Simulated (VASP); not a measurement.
# CO2 (Pa-3) in VASP: single point with PBE

Aim: the single point of CO2 with PBE.

Everything below comes from runs of VASP 6.6.1. Logs are shortened: lines on timing, memory, paths and dates and some standing lists are left out, and cuts for length are marked.

## (1) The cell of the first run

Symmetry: Pa-3, No. 205, cubic system. Conventional cell: a = 5.620 Å, b = 5.620 Å, c = 5.620 Å, α = 90.00°, β = 90.00°, γ = 90.00°. C (site symmetry -3) has 2 O at 1.17 Å within 1.6 Å. O (site symmetry 3) has 1 C at 1.17 Å within 1.6 Å.

## (2) Single point, PBE

File INCAR:

```
SYSTEM = CO2
PREC = Accurate
ENCUT = 1340
EDIFF = 1E-6
ISMEAR = -1
SIGMA = 0.02
LREAL = .False.
LASPH = .True.
NELM = 120
ALGO = Normal
ISIF = 2
LWAVE = .False.
LCHARG = .False.
GGA = PE
NBANDS = 44
GGA_COMPAT = .False.
```

File KPOINTS:

```
regular mesh
0
Gamma
  4 4 4
  0 0 0
```

File POSCAR:

```
CO2
1.0
    5.6200000000      0.0000000000      0.0000000000
    0.0000000000      5.6200000000      0.0000000000
    0.0000000000      0.0000000000      5.6200000000
C O
4 8
Direct
    0.0000000000      0.0000000000      0.0000000000
    0.5000000000      0.0000000000      0.5000000000
    0.5000000000      0.5000000000      0.0000000000
    0.0000000000      0.5000000000      0.5000000000
    0.1200165075      0.1200165075      0.1200165075
    0.3799834925      0.8799834925      0.6200165075
    0.6200165075      0.3799834925      0.8799834925
    0.8799834925      0.6200165075      0.3799834925
    0.8799834925      0.8799834925      0.8799834925
    0.6200165075      0.1200165075      0.3799834925
    0.3799834925      0.6200165075      0.1200165075
    0.1200165075      0.3799834925      0.6200165075
```

Potentials or basis: VASP PAW PBE potentials, release 64 (C_h, O_h).

On the command line:

```bash
$ cat potpaw_PBE.64/C_h/POTCAR potpaw_PBE.64/O_h/POTCAR > POTCAR
$ mpirun -np 1 vasp_std > vasp.out
```

OUTCAR:

```text
SYSTEM = CO2
   PREC = Accurate
   ENCUT = 1340
   EDIFF = 1E-6
   ISMEAR = -1
   LREAL = .False.
   LASPH = .True.
   NELM = 120
   ISIF = 2
   GGA = PE

 ion  position               nearest neighbor table
   1  0.000  0.000  0.000-   5 1.17   9 1.17
   2  0.500  0.000  0.500-   6 1.17  10 1.17
   3  0.500  0.500  0.000-   7 1.17  11 1.17
   4  0.000  0.500  0.500-   8 1.17  12 1.17
   5  0.120  0.120  0.120-   1 1.17
   6  0.380  0.880  0.620-   2 1.17
   7  0.620  0.380  0.880-   3 1.17
   8  0.880  0.620  0.380-   4 1.17
   9  0.880  0.880  0.880-   1 1.17
  10  0.620  0.120  0.380-   2 1.17
  11  0.380  0.620  0.120-   3 1.17
  12  0.120  0.380  0.620-   4 1.17

  LATTYP: Found a simple cubic cell.
 ALAT       =     5.6200000000

  Lattice vectors:

 A1 = (   5.6200000000,   0.0000000000,   0.0000000000)
 A2 = (   0.0000000000,   5.6200000000,   0.0000000000)
 A3 = (   0.0000000000,   0.0000000000,   5.6200000000)

Analysis of symmetry for initial positions (statically):
=====================================================================
 Subroutine PRICEL returns:
 Original cell was already a primitive cell.

 Routine SETGRP: Setting up the symmetry group for a
 simple cubic supercell.

 Subroutine GETGRP returns: Found 24 space group operations
 (whereof  6 operations were pure point group operations)
 out of a pool of 48 trial point group operations.

The static configuration has the point symmetry S_6 .
 The point group associated with its full space group is T_h .

Analysis of symmetry for dynamics (positions and initial velocities):
=====================================================================
 Subroutine PRICEL returns:
 Original cell was already a primitive cell.

 Routine SETGRP: Setting up the symmetry group for a
 simple cubic supercell.

 Subroutine GETGRP returns: Found 24 space group operations
 (whereof  6 operations were pure point group operations)
 out of a pool of 48 trial point group operations.

The dynamic configuration has the point symmetry S_6 .
 The point group associated with its full space group is T_h .

 Subroutine INISYM returns: Found 24 space group operations
 (whereof  6 operations are pure point group operations),
 and found     1 'primitive' translations

----------------------------------------------------------------------------------------

                                     Primitive cell

  volume of cell :     177.5043

  direct lattice vectors                    reciprocal lattice vectors
     5.620000000  0.000000000  0.000000000     0.177935943  0.000000000  0.000000000
     0.000000000  5.620000000  0.000000000     0.000000000  0.177935943  0.000000000
     0.000000000  0.000000000  5.620000000     0.000000000  0.000000000  0.177935943

  length of vectors
     5.620000000  5.620000000  5.620000000     0.177935943  0.177935943  0.177935943

  position of ions in fractional coordinates (direct lattice)
     0.000000000  0.000000000  0.000000000
     0.500000000  0.000000000  0.500000000
     0.500000000  0.500000000  0.000000000
     0.000000000  0.500000000  0.500000000
     0.120016507  0.120016507  0.120016507
     0.379983493  0.879983493  0.620016507
     0.620016507  0.379983493  0.879983493
     0.879983493  0.620016507  0.379983493
     0.879983493  0.879983493  0.879983493
     0.620016507  0.120016507  0.379983493
     0.379983493  0.620016507  0.120016507
     0.120016507  0.379983493  0.620016507

  ion indices of the primitive-cell ions
   primitive index   ion index
                 1           1
                 2           2
                 3           3
                 4           4
                 5           5
                 6           6
                 7           7
                 8           8
                 9           9
                10          10
                11          11
                12          12

----------------------------------------------------------------------------------------

 KPOINTS: regular mesh

Automatic generation of k-mesh.
 Grid dimensions read from file:
 generate k-points for:    4    4    4

 Generating k-lattice:

  Cartesian coordinates                     Fractional coordinates (reciprocal lattice)
     0.044483986  0.000000000  0.000000000     0.250000000  0.000000000  0.000000000
     0.000000000  0.044483986  0.000000000     0.000000000  0.250000000  0.000000000
     0.000000000  0.000000000  0.044483986     0.000000000  0.000000000  0.250000000

  Length of vectors
     0.044483986  0.044483986  0.044483986

  Shift w.r.t. Gamma in fractional coordinates (k-lattice)
     0.000000000  0.000000000  0.000000000

 Subroutine IBZKPT returns following result:
 ===========================================

 Found     11 irreducible k-points:

 Following reciprocal coordinates:
            Coordinates               Weight
  0.000000  0.000000  0.000000      1.000000
  0.250000  0.000000  0.000000      6.000000
  0.500000  0.000000  0.000000      3.000000
  0.250000  0.250000  0.000000     12.000000
  0.500000  0.250000  0.000000      6.000000
 -0.250000  0.500000  0.000000      6.000000
  0.500000  0.500000  0.000000      3.000000
  0.250000  0.250000  0.250000      8.000000
  0.500000  0.250000  0.250000     12.000000
  0.500000  0.500000  0.250000      6.000000
  0.500000  0.500000  0.500000      1.000000
   k-points           NKPTS =     11   k-points in BZ     NKDIM =     11   number of bands    NBANDS=     44
   number of dos      NEDOS =    301   number of ions     NIONS =     12
   total plane-waves  NPLWV = 343000
   dimension x,y,z NGX =    70 NGY =   70 NGZ =   70
   dimension x,y,z NGXF=   140 NGYF=  140 NGZF=  140
   ions per type =               4   8
   NGX,Y,Z   is equivalent  to a cutoff of  20.71, 20.71, 20.71 a.u.
   NGXF,Y,Z  is equivalent  to a cutoff of  41.41, 41.41, 41.41 a.u.
 SYSTEM =  CO2
   PREC   = accura    normal or accurate (medium, high low for compatibility)
   ISTART =      0    job   : 0-new  1-cont  2-samecut
   ICHARG =      2    charge: 1-file 2-atom 10-const
   ISPIN  =      1    spin polarized calculation?
   LNONCOLLINEAR =      F non collinear calculations
   LSORBIT =      F    spin-orbit coupling
   LASPH  =      T    aspherical Exc in radial PAW
   ENCUT  = 1340.0 eV  98.49 Ry    9.92 a.u.  16.77 16.77 16.77*2*pi/ulx,y,z
   NELM   =    120;   NELMIN=  2; NELMDL= -5     # of ELM steps
   EDIFF  = 0.1E-05   stopping-criterion for ELM
   LREAL  =      F    real-space projection
   EDIFFG = 0.1E-04   stopping-criterion for IOM
   NSW    =      0    number of steps for IOM
   IBRION =     -1    ionic relax: 0-MD 1-quasi-New 2-CG
   NFREE  =      0    steps in history (QN), initial steepest desc. (CG)
   ISIF   =      2    stress and relaxation
   ISYM   =      2    0-nonsym 1-usesym 2-fastsym
   POTIM  = 0.5000    time-step for ionic-motion
   TEBEG  =    0.0;   TEEND  =   0.0 temperature during run
   PSTRESS=    0.0 pullay stress
   NELECT =      64.0000    total number of electrons
   NUPDOWN=      -1.0000    fix difference up-down
   EMIN   =  10.00;   EMAX   =-10.00  energy-range for DOS
   EFERMI =   0.00;   METHOD = LEGACY
   ISMEAR =    -1;   SIGMA  =   0.02  broadening in eV -4-tet -1-fermi 0-gaus
   EFERMI_NEDOS =   21; number of points for ismear=-14 and -15
   IALGO  =     38    algorithm
   IMIX   =      4    mixing-type and parameters
     AMIX     =   0.40;   BMIX     =  1.00
     AMIX_MAG =   1.60;   BMIX_MAG =  1.00
  volume/ion in A,a.u.               =      14.79        99.82
  Fermi-wavevector in a.u.,A,eV,Ry     =   1.165195  2.201899 18.472341  1.357679
  Thomas-Fermi vector in A             =   2.301723
   LORBIT       =      0    0 simple, 1 ext, 2 COOP (PROOUT), +10 PAW based schemes
   GGA     = PE    functional components
   LHFCALC =     F    Hartree Fock is set to
   AEXX    =    0.0000 exact exchange contribution
   IVDW    =     0    specifies the selected vdW correction
   LEPSILON=     F    determine dielectric tensor
   LRPA    =     F    only Hartree local field effects (RPA)
 non-spin polarized calculation
  energy-cutoff  :     1340.00
  volume of cell :      177.50
 maximum number of plane-waves:     19882
 NGX is ok and might be reduce to    70
   NGX = 33   NGY = 33   NGZ = 33

 number of electron      64.0000000 magnetization

 Free energy of the ion-electron system (eV)
  ---------------------------------------------------
  ext. energy  EPLUGINS =         0.00000000
  ---------------------------------------------------
  free energy    TOTEN  =       -93.20048797 eV

  energy without entropy =      -93.20048797  energy(sigma->0) =      -93.20048797

 E-fermi :  -2.7158     XC(G=0):  -7.8632

 val. band max:       -3.1552775536   @ k =   0.0000   0.0000   0.0000
 cond. band min:       3.6396117742   @ k =   0.0000   0.0000   0.0000
 fundamental gap:      6.7948893279
 Fermi energy:        -2.7157792475

 k-point     1 :       0.0000    0.0000    0.0000
  band No.  band energies     occupation
      1     -23.6586      2.00000
      2     -23.4501      2.00000
      3     -23.4501      2.00000
      4     -23.4501      2.00000
      5     -22.5232      2.00000
      6     -22.5232      2.00000
[... 36 lines left out ...]
     43       7.7221      0.00000
     44       7.7221      0.00000

 k-point     2 :       0.2500    0.0000    0.0000
  band No.  band energies     occupation
      1     -23.6299      2.00000
      2     -23.4827      2.00000
      3     -23.4499      2.00000
      4     -23.4499      2.00000
      5     -22.5217      2.00000
      6     -22.5214      2.00000
[... 415 lines left out ...]
 k-point    11 :       0.5000    0.5000    0.5000
  band No.  band energies     occupation
      1     -23.5017      2.00000
      2     -23.5017      2.00000
      3     -23.5017      2.00000
      4     -23.5017      2.00000
      5     -22.5111      2.00000
      6     -22.5111      2.00000
[... 36 lines left out ...]
     43       6.5367      0.00000
     44       6.5367      0.00000

------------------------ aborting loop because EDIFF is reached ----------------------------------------

  FORCE on cell =-STRESS in cart. coord.  units (eV):
  Direction    XX          YY          ZZ          XY          YZ          ZX
  --------------------------------------------------------------------------------------
  -------------------------------------------------------------------------------------
  Total        1.2520062      1.2520062      1.2520062     -0.0000000      0.0000000      0.0000000
  in kB       11.3007724     11.3007724     11.3007724     -0.0000000      0.0000000      0.0000000
  external PRESSURE =      11.3007724 kB  Pullay stress =       0.0000000 kB

 VOLUME and BASIS-vectors are now :
 -----------------------------------------------------------------------------
  energy-cutoff  :     1340.00
  volume of cell :      177.50
      direct lattice vectors                 reciprocal lattice vectors
     5.620000000  0.000000000  0.000000000     0.177935943  0.000000000  0.000000000
     0.000000000  5.620000000  0.000000000     0.000000000  0.177935943  0.000000000
     0.000000000  0.000000000  5.620000000     0.000000000  0.000000000  0.177935943

 POSITION                                       TOTAL-FORCE (eV/Angst)
 -----------------------------------------------------------------------------------
      0.00000      0.00000      0.00000         0.000000      0.000000      0.000000
      2.81000      0.00000      2.81000         0.000000      0.000000      0.000000
      2.81000      2.81000      0.00000         0.000000      0.000000      0.000000
      0.00000      2.81000      2.81000         0.000000      0.000000      0.000000
      0.67449      0.67449      0.67449         0.010980      0.010980      0.010980
      2.13551      4.94551      3.48449        -0.010980     -0.010980      0.010980
      3.48449      2.13551      4.94551         0.010980     -0.010980     -0.010980
      4.94551      3.48449      2.13551        -0.010980      0.010980     -0.010980
      4.94551      4.94551      4.94551        -0.010980     -0.010980     -0.010980
      3.48449      0.67449      2.13551         0.010980      0.010980     -0.010980
      2.13551      3.48449      0.67449        -0.010980      0.010980      0.010980
      0.67449      2.13551      3.48449         0.010980     -0.010980      0.010980
 -----------------------------------------------------------------------------------
    total drift:                                0.000000      0.000000     -0.000000

  FREE ENERGIE OF THE ION-ELECTRON SYSTEM (eV)
  ---------------------------------------------------
  free  energy   TOTEN  =       -93.2004879733 eV

  energy  without entropy=      -93.2004879733  energy(sigma->0) =      -93.20048797
```

Run time: 9 min. Hardware: 1 thread of AMD EPYC 7R43 (Zen 3), shared host; peak memory 0.78 GiB.

Results:

| Quantity | Value |
| --- | --- |
| Free energy | -93.2005 eV |
| Pressure | 1.1 GPa |
| Largest force | 0.019 eV/Å |
| Band gap on the k mesh | 6.79 eV |

Forces in eV/Å, atoms in the order of the input:
```
C    0.000  0.000  0.000
C    0.000  0.000  0.000
C    0.000  0.000  0.000
C    0.000  0.000  0.000
O    0.011  0.011  0.011
O   -0.011 -0.011  0.011
O    0.011 -0.011 -0.011
O   -0.011  0.011 -0.011
O   -0.011 -0.011 -0.011
O    0.011  0.011 -0.011
O   -0.011  0.011  0.011
O    0.011 -0.011  0.011
```

Levels at points of the mesh, in eV from the valence-band top:
```tsv
k point	band 28	band 29	band 30	band 31	band 32	band 33	band 34	band 35	band 36	band 37
(0.00, 0.00, 0.00)	-0.19	-0.19	-0.19	0.00	0.00	6.79	8.04	8.04	8.04	8.30
(0.50, 0.00, 0.00)	-0.35	-0.29	-0.29	-0.07	-0.07	7.98	7.98	8.18	8.18	8.42
(0.50, 0.50, 0.00)	-0.32	-0.27	-0.27	-0.27	-0.27	7.98	7.98	7.98	7.98	8.66
(0.50, 0.50, 0.50)	-0.32	-0.31	-0.31	-0.31	-0.31	7.98	7.98	7.98	7.98	8.88
```

Caveat: this functional lacks dispersion, which holds the molecules together, so the pressure and a relaxed volume are unreliable. A k mesh can miss the band edges.
